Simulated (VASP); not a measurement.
# ZrC (Fm-3m) in VASP: a series of runs

ZrC is run at these levels: PBEsol; tasks: electric field gradients.

All numbers are computed with VASP 6.6.1; they aren't measurements. Logs are shortened: lines on timing, memory, paths and dates and some standing lists are left out, and cuts for length are marked.

## (1) The cell of the first run

The structure is cubic, space group Fm-3m (No. 225). The conventional cell has a = 4.685 Å, b = 4.685 Å, c = 4.685 Å, α = 90.00°, β = 90.00°, γ = 90.00°. Zr (site symmetry m-3m) has 6 C at 2.34 Å within 3.1 Å. C (site symmetry m-3m) has 6 Zr at 2.34 Å within 3.1 Å.

## (2) Electric field gradients, PBEsol (12.85 Å³/atom)

Contents of INCAR:

```
PREC = Accurate
ENCUT = 520
EDIFF = 1E-8
ISMEAR = -1
SIGMA = 0.05
LREAL = F
LASPH = T
NELM = 100
ALGO = Normal
ISIF = 2
LWAVE = F
LCHARG = F
GGA = PS
LEFG = T
NBANDS = 15
```

Contents of KPOINTS:

```
Automatic mesh
0
Gamma
  15 15 15
```

Contents of POSCAR:

```
ZrC
1.0
    0.0000000000      2.3423497072      2.3423497072
    2.3423497072      0.0000000000      2.3423497072
    2.3423497072      2.3423497072      0.0000000000
Zr C
1 1
Direct
    0.5000000000      0.5000000000      0.5000000000
    0.0000000000      0.0000000000      0.0000000000
```

Potentials or basis: VASP PAW PBE potentials, release 64 (Zr_sv, C).

Launch:

```console
$ cat potpaw_PBE.64/Zr_sv/POTCAR potpaw_PBE.64/C/POTCAR > POTCAR
$ mpirun -np 1 vasp_std > vasp.out
```

OUTCAR:

```text
PREC = Accurate
   ENCUT = 520
   EDIFF = 1E-8
   ISMEAR = -1
   LREAL = F
   LASPH = T
   NELM = 100
   ISIF = 2
   GGA = PS

 ion  position               nearest neighbor table
   1  0.500  0.500  0.500-   2 2.34   2 2.34   2 2.34   2 2.34   2 2.34   2 2.34
   2  0.000  0.000  0.000-   1 2.34   1 2.34   1 2.34   1 2.34   1 2.34   1 2.34

  LATTYP: Found a face centered cubic cell.
 ALAT       =     4.6846994144

  Lattice vectors:

 A1 = (   0.0000000000,   2.3423497072,   2.3423497072)
 A2 = (   2.3423497072,   0.0000000000,   2.3423497072)
 A3 = (   2.3423497072,   2.3423497072,   0.0000000000)

Analysis of symmetry for initial positions (statically):
=====================================================================
 Subroutine PRICEL returns:
 Original cell was already a primitive cell.

 Routine SETGRP: Setting up the symmetry group for a
 face centered cubic supercell.

 Subroutine GETGRP returns: Found 48 space group operations
 (whereof 48 operations were pure point group operations)
 out of a pool of 48 trial point group operations.

The static configuration has the point symmetry O_h .

Analysis of symmetry for dynamics (positions and initial velocities):
=====================================================================
 Subroutine PRICEL returns:
 Original cell was already a primitive cell.

 Routine SETGRP: Setting up the symmetry group for a
 face centered cubic supercell.

 Subroutine GETGRP returns: Found 48 space group operations
 (whereof 48 operations were pure point group operations)
 out of a pool of 48 trial point group operations.

The dynamic configuration has the point symmetry O_h .

 Subroutine INISYM returns: Found 48 space group operations
 (whereof 48 operations are pure point group operations),
 and found     1 'primitive' translations

----------------------------------------------------------------------------------------

                                     Primitive cell

  volume of cell :      25.7031

  direct lattice vectors                    reciprocal lattice vectors
     0.000000000  2.342349707  2.342349707    -0.213460867  0.213460867  0.213460867
     2.342349707  0.000000000  2.342349707     0.213460867 -0.213460867  0.213460867
     2.342349707  2.342349707  0.000000000     0.213460867  0.213460867 -0.213460867

  length of vectors
     3.312582724  3.312582724  3.312582724     0.369725068  0.369725068  0.369725068

  position of ions in fractional coordinates (direct lattice)
     0.500000000  0.500000000  0.500000000
     0.000000000  0.000000000  0.000000000

  ion indices of the primitive-cell ions
   primitive index   ion index
                 1           1
                 2           2

----------------------------------------------------------------------------------------

 KPOINTS: Automatic mesh

Automatic generation of k-mesh.
 Grid dimensions read from file:
 generate k-points for:   15   15   15

 Generating k-lattice:

  Cartesian coordinates                     Fractional coordinates (reciprocal lattice)
    -0.014230724  0.014230724  0.014230724     0.066666667  0.000000000  0.000000000
     0.014230724 -0.014230724  0.014230724     0.000000000  0.066666667  0.000000000
     0.014230724  0.014230724 -0.014230724     0.000000000  0.000000000  0.066666667

  Length of vectors
     0.024648338  0.024648338  0.024648338

  Shift w.r.t. Gamma in fractional coordinates (k-lattice)
     0.000000000  0.000000000  0.000000000

 Subroutine IBZKPT returns following result:
 ===========================================

 Found    120 irreducible k-points:

 Following reciprocal coordinates:
            Coordinates               Weight
  0.000000  0.000000  0.000000      1.000000
  0.066667  0.000000  0.000000      8.000000
  0.133333  0.000000  0.000000      8.000000
  0.200000  0.000000  0.000000      8.000000
  0.266667  0.000000  0.000000      8.000000
  0.333333  0.000000  0.000000      8.000000
[... 16 lines left out ...]
  0.133333  0.133333  0.000000      6.000000
  0.200000  0.133333  0.000000     24.000000
 [... further k-points ...]
   k-points           NKPTS =    120   k-points in BZ     NKDIM =    120   number of bands    NBANDS=     15
   number of dos      NEDOS =    301   number of ions     NIONS =      2
   total plane-waves  NPLWV =  21952
   dimension x,y,z NGX =    28 NGY =   28 NGZ =   28
   dimension x,y,z NGXF=    56 NGYF=   56 NGZF=   56
   ions per type =               1   1
   NGX,Y,Z   is equivalent  to a cutoff of  14.05, 14.05, 14.05 a.u.
   NGXF,Y,Z  is equivalent  to a cutoff of  28.10, 28.10, 28.10 a.u.
 SYSTEM =  unknown system
   PREC   = accura    normal or accurate (medium, high low for compatibility)
   ISTART =      0    job   : 0-new  1-cont  2-samecut
   ICHARG =      2    charge: 1-file 2-atom 10-const
   ISPIN  =      1    spin polarized calculation?
   LNONCOLLINEAR =      F non collinear calculations
   LSORBIT =      F    spin-orbit coupling
   LASPH  =      T    aspherical Exc in radial PAW
   ENCUT  =  520.0 eV  38.22 Ry    6.18 a.u.   6.16  6.16  6.16*2*pi/ulx,y,z
   NELM   =    100;   NELMIN=  2; NELMDL= -5     # of ELM steps
   EDIFF  = 0.1E-07   stopping-criterion for ELM
   LREAL  =      F    real-space projection
   EDIFFG = 0.1E-06   stopping-criterion for IOM
   NSW    =      0    number of steps for IOM
   IBRION =     -1    ionic relax: 0-MD 1-quasi-New 2-CG
   NFREE  =      0    steps in history (QN), initial steepest desc. (CG)
   ISIF   =      2    stress and relaxation
   ISYM   =      2    0-nonsym 1-usesym 2-fastsym
   POTIM  = 0.5000    time-step for ionic-motion
   TEBEG  =    0.0;   TEEND  =   0.0 temperature during run
   PSTRESS=    0.0 pullay stress
   NELECT =      16.0000    total number of electrons
   NUPDOWN=      -1.0000    fix difference up-down
   EMIN   =  10.00;   EMAX   =-10.00  energy-range for DOS
   EFERMI =   0.00;   METHOD = LEGACY
   ISMEAR =    -1;   SIGMA  =   0.05  broadening in eV -4-tet -1-fermi 0-gaus
   EFERMI_NEDOS =   21; number of points for ismear=-14 and -15
   IALGO  =     38    algorithm
   IMIX   =      4    mixing-type and parameters
     AMIX     =   0.40;   BMIX     =  1.00
     AMIX_MAG =   1.60;   BMIX_MAG =  1.00
  volume/ion in A,a.u.               =      12.85        86.73
  Fermi-wavevector in a.u.,A,eV,Ry     =   1.397826  2.641508 26.584659  1.953917
  Thomas-Fermi vector in A             =   2.521044
   LORBIT       =      0    0 simple, 1 ext, 2 COOP (PROOUT), +10 PAW based schemes
   GGA     = PS    functional components
   LHFCALC =     F    Hartree Fock is set to
   AEXX    =    0.0000 exact exchange contribution
   IVDW    =     0    specifies the selected vdW correction
   LEPSILON=     F    determine dielectric tensor
   LRPA    =     F    only Hartree local field effects (RPA)
 non-spin polarized calculation
  energy-cutoff  :      520.00
  volume of cell :       25.70
 maximum number of plane-waves:       701
 NGX is ok and might be reduce to    28
   NGX = 13   NGY = 13   NGZ = 13

 number of electron      16.0000000 magnetization

 Free energy of the ion-electron system (eV)
  ---------------------------------------------------
  ext. energy  EPLUGINS =         0.00000000
  ---------------------------------------------------
  free energy    TOTEN  =       -20.57303107 eV

  energy without entropy =      -20.57053227  energy(sigma->0) =      -20.57178167

 E-fermi :   9.5965     XC(G=0): -12.3295

 val. band max:        9.5777582377   @ k =   0.3333   0.2667   0.0000
 cond. band min:       9.6158383016   @ k =   0.4000   0.3333   0.0000
 fundamental gap:      0.0380800639
 Fermi energy:         9.5965434189

 k-point     1 :       0.0000    0.0000    0.0000
  band No.  band energies     occupation
      1     -38.3265      2.00000
      2     -16.0608      2.00000
      3     -16.0608      2.00000
      4     -16.0608      2.00000
      5      -1.7083      2.00000
      6      10.5625      0.00000
      7      10.5625      0.00000
      8      10.5625      0.00000
      9      10.6689      0.00000
     10      10.6689      0.00000
     11      10.6689      0.00000
     12      12.4433      0.00000
     13      12.4433      0.00000
     14      17.0168      0.00000
[... 401 lines left out ...]
      2     -16.3172      2.00000
      3     -16.1352      2.00000
      4     -16.1255      2.00000
      5      -0.9047      2.00000
      6       7.2419      2.00000
      7       8.8876      2.00000
      8       9.1528      1.99972
      9      10.1436      0.00004
     10      12.5690      0.00000
     11      12.9770      0.00000
     12      13.6213      0.00000
     13      15.5690      0.00000
     14      19.0946      0.00000
     15      22.2227      0.00000

 [... further k-points ...]

------------------------ aborting loop because EDIFF is reached ----------------------------------------

  FORCE on cell =-STRESS in cart. coord.  units (eV):
  Direction    XX          YY          ZZ          XY          YZ          ZX
  --------------------------------------------------------------------------------------
  -------------------------------------------------------------------------------------
  Total       -0.3179369     -0.3179369     -0.3179369      0.0000000     -0.0000000      0.0000000
  in kB      -19.8182988    -19.8182988    -19.8182988      0.0000000     -0.0000000      0.0000000
  external PRESSURE =     -19.8182988 kB  Pullay stress =       0.0000000 kB

 VOLUME and BASIS-vectors are now :
 -----------------------------------------------------------------------------
  energy-cutoff  :      520.00
  volume of cell :       25.70
      direct lattice vectors                 reciprocal lattice vectors
     0.000000000  2.342349707  2.342349707    -0.213460867  0.213460867  0.213460867
     2.342349707  0.000000000  2.342349707     0.213460867 -0.213460867  0.213460867
     2.342349707  2.342349707  0.000000000     0.213460867  0.213460867 -0.213460867

 POSITION                                       TOTAL-FORCE (eV/Angst)
 -----------------------------------------------------------------------------------
      2.34235      2.34235      2.34235        -0.000000      0.000000     -0.000000
      0.00000      0.00000      0.00000         0.000000     -0.000000      0.000000
 -----------------------------------------------------------------------------------
    total drift:                                0.000000      0.000000      0.000000

  FREE ENERGIE OF THE ION-ELECTRON SYSTEM (eV)
  ---------------------------------------------------
  free  energy   TOTEN  =       -20.5730310732 eV

  energy  without entropy=      -20.5705322670  energy(sigma->0) =      -20.57178167

 Electric field gradients (V/A^2)
---------------------------------------------------------------------
 ion       V_xx      V_yy      V_zz      V_xy      V_xz      V_yz
---------------------------------------------------------------------
   1       0.000     0.000    -0.000    -0.000    -0.000    -0.000
   2       0.000    -0.000     0.000    -0.000    -0.000    -0.000
---------------------------------------------------------------------

 Electric field gradients after diagonalization (V/A^2)
 (convention: |V_zz| > |V_xx| > |V_yy|)
----------------------------------------------------------------------
 ion       V_xx      V_yy      V_zz     asymmetry (V_yy - V_xx)/ V_zz
----------------------------------------------------------------------
   1       0.000     0.000    -0.000       0.000
   2       0.000     0.000    -0.000       0.000
----------------------------------------------------------------------

           NMR quadrupolar parameters

 Cq : quadrupolar parameter    Cq=e*Q*V_zz/h
 eta: asymmetry parameters     (V_yy - V_xx)/ V_zz
 Q  : nuclear electric quadrupole moment in mb (millibarn)
----------------------------------------------------------------------
 ion       Cq(MHz)       eta       Q (mb)
----------------------------------------------------------------------
   1      -0.000       0.000       1.000
   2      -0.000       0.000       1.000
----------------------------------------------------------------------
```

Run time: 1.7 min. Hardware: 1 thread of Intel Xeon 8259CL, shared host; peak memory 0.19 GiB.

What came out:

```yaml
Free_energy: -20.5730 eV
Pressure: -2.0 GPa
Band_gap_on_the_k_mesh: zero (bands 8 and 9 overlap by 1.32 eV)
Largest_electric_field_gradient_by_atom: under 0.05 V/Å² on every atom
```

Caveat: the PAW data sets were made with another functional, which shifts forces and pressure a little.

## (3) Electric field gradients, PBEsol (13.24 Å³/atom)

This run uses another cell than the first one, of 13.24 Å³/atom.

Contents of INCAR:

```
  PREC = Accurate
  ENCUT = 520
  EDIFF = 1E-8
  ISMEAR = -1
  SIGMA = 0.05
  LREAL = False
  LASPH = True
  NELM = 80
  ALGO = Normal
  ISIF = 2
  LWAVE = False
  LCHARG = False
  GGA = PS
  LEFG = True
  NBANDS = 15
```

Contents of KPOINTS:

```
regular mesh
0
Gamma
  15 15 15
```

Contents of POSCAR:

```
ZrC
1.0
    0.0000000000      2.3657747582      2.3657747582
    2.3657747582      0.0000000000      2.3657747582
    2.3657747582      2.3657747582      0.0000000000
Zr C
1 1
Direct
    0.5000000000      0.5000000000      0.5000000000
    0.0000000000      0.0000000000      0.0000000000
```

Potentials or basis: VASP PAW PBE potentials, release 64 (Zr_sv, C).

Launch:

```console
$ cat potpaw_PBE.64/Zr_sv/POTCAR potpaw_PBE.64/C/POTCAR > POTCAR
$ mpirun -np 1 vasp_std > vasp.out
```

OUTCAR:

```text
PREC = Accurate
   ENCUT = 520
   EDIFF = 1E-8
   ISMEAR = -1
   LREAL = False
   LASPH = True
   NELM = 80
   ISIF = 2
   GGA = PS

 ion  position               nearest neighbor table
   1  0.500  0.500  0.500-   2 2.37   2 2.37   2 2.37   2 2.37   2 2.37   2 2.37
   2  0.000  0.000  0.000-   1 2.37   1 2.37   1 2.37   1 2.37   1 2.37   1 2.37

  LATTYP: Found a face centered cubic cell.
 ALAT       =     4.7315495164

  Lattice vectors:

 A1 = (   0.0000000000,   2.3657747582,   2.3657747582)
 A2 = (   2.3657747582,   0.0000000000,   2.3657747582)
 A3 = (   2.3657747582,   2.3657747582,   0.0000000000)

Analysis of symmetry for initial positions (statically):
=====================================================================
 Subroutine PRICEL returns:
 Original cell was already a primitive cell.

 Routine SETGRP: Setting up the symmetry group for a
 face centered cubic supercell.

[... 620 lines left out ...]
  volume of cell :       26.48
      direct lattice vectors                 reciprocal lattice vectors
     0.000000000  2.365774758  2.365774758    -0.211347255  0.211347255  0.211347255
     2.365774758  0.000000000  2.365774758     0.211347255 -0.211347255  0.211347255
     2.365774758  2.365774758  0.000000000     0.211347255  0.211347255 -0.211347255

 POSITION                                       TOTAL-FORCE (eV/Angst)
 -----------------------------------------------------------------------------------
      2.36577      2.36577      2.36577        -0.000000      0.000000     -0.000000
      0.00000      0.00000      0.00000         0.000000     -0.000000      0.000000
 -----------------------------------------------------------------------------------
    total drift:                                0.000000      0.000000      0.000000

  FREE ENERGIE OF THE ION-ELECTRON SYSTEM (eV)
  ---------------------------------------------------
  free  energy   TOTEN  =       -20.5479247305 eV

  energy  without entropy=      -20.5452726877  energy(sigma->0) =      -20.54659871

 Electric field gradients (V/A^2)
---------------------------------------------------------------------
 ion       V_xx      V_yy      V_zz      V_xy      V_xz      V_yz
---------------------------------------------------------------------
   1       0.000    -0.000     0.000    -0.000    -0.000    -0.000
   2      -0.000     0.000     0.000    -0.000    -0.000    -0.000
---------------------------------------------------------------------

 Electric field gradients after diagonalization (V/A^2)
 (convention: |V_zz| > |V_xx| > |V_yy|)
----------------------------------------------------------------------
 ion       V_xx      V_yy      V_zz     asymmetry (V_yy - V_xx)/ V_zz
----------------------------------------------------------------------
   1       0.000     0.000    -0.000       0.000
   2       0.000     0.000    -0.000       0.000
----------------------------------------------------------------------

           NMR quadrupolar parameters

 Cq : quadrupolar parameter    Cq=e*Q*V_zz/h
 eta: asymmetry parameters     (V_yy - V_xx)/ V_zz
 Q  : nuclear electric quadrupole moment in mb (millibarn)
----------------------------------------------------------------------
 ion       Cq(MHz)       eta       Q (mb)
----------------------------------------------------------------------
   1      -0.000       0.000       1.000
   2      -0.000       0.000       1.000
----------------------------------------------------------------------
```

OSZICAR:

```text
N       E                     dE             d eps       ncg     rms          rms(c)
DAV:   1     0.985440041084E+02    0.98544E+02   -0.85029E+03  3600   0.107E+03
DAV:   2    -0.175663760610E+02   -0.11611E+03   -0.10896E+03  4566   0.288E+02
DAV:   3    -0.236525954442E+02   -0.60862E+01   -0.60419E+01  5946   0.547E+01
DAV:   4    -0.238046149912E+02   -0.15202E+00   -0.15195E+00  4354   0.601E+00
DAV:   5    -0.238061715466E+02   -0.15566E-02   -0.15564E-02  4770   0.555E-01    0.200E+01
DAV:   6    -0.206923214278E+02    0.31139E+01   -0.57428E+00  4254   0.217E+01    0.724E+00
DAV:   7    -0.205753673975E+02    0.11695E+00   -0.58485E-01  4158   0.566E+00    0.610E+00
DAV:   8    -0.205803147844E+02   -0.49474E-02   -0.33406E-01  4335   0.425E+00    0.429E+00
DAV:   9    -0.205483786123E+02    0.31936E-01   -0.58565E-02  4006   0.166E+00    0.614E-01
DAV:  10    -0.205479372185E+02    0.44139E-03   -0.43291E-03  4629   0.574E-01    0.842E-02
DAV:  11    -0.205479304210E+02    0.67975E-05   -0.15402E-04  4125   0.123E-01    0.456E-02
DAV:  12    -0.205479254153E+02    0.50057E-05   -0.44065E-06  4467   0.175E-02    0.103E-02
DAV:  13    -0.205479248217E+02    0.59362E-06   -0.16914E-06  4477   0.800E-03    0.357E-03
DAV:  14    -0.205479247337E+02    0.87974E-07   -0.98637E-08  4195   0.199E-03    0.814E-04
DAV:  15    -0.205479247305E+02    0.32280E-08   -0.60978E-09  3341   0.578E-04
   1 F= -.20547925E+02 E0= -.20546599E+02  d E =-.265204E-02
```

stdout:

```text
POSCAR found type information on POSCAR ZrC
 POSCAR found :  2 types and       2 ions
 scaLAPACK will be used
 -----------------------------------------------------------------------------
|                                                                             |
|                                                                             |
|     You enforced a specific xc type in the INCAR file but a different       |
|     I HOPE YOU KNOW WHAT YOU ARE DOING!                                     |
|                                                                             |
 -----------------------------------------------------------------------------

 LDA part: xc-table for (Slater+PW92), standard interpolation
 POSCAR, INCAR and KPOINTS ok, starting setup
 FFT: planning ... GRIDC
 FFT: planning ... GRID_SOFT
 FFT: planning ... GRID
 WAVECAR not read
 entering main loop
ion   1

ion   2
```

Run time: 1.8 min. Hardware: 1 thread of Intel Xeon 8259CL, shared host; peak memory 0.19 GiB.

Results:

```yaml
Free_energy: -20.5479 eV
Pressure: -8.4 GPa
Band_gap_on_the_k_mesh: zero (bands 8 and 9 overlap by 1.31 eV)
Largest_electric_field_gradient_by_atom: under 0.05 V/Å² on every atom
```

Caveat: the cell stands under tension; the PAW data sets were made with another functional, which shifts forces and pressure a little.

The gap in the log of VASP goes by the Fermi energy; the results here count the filled bands.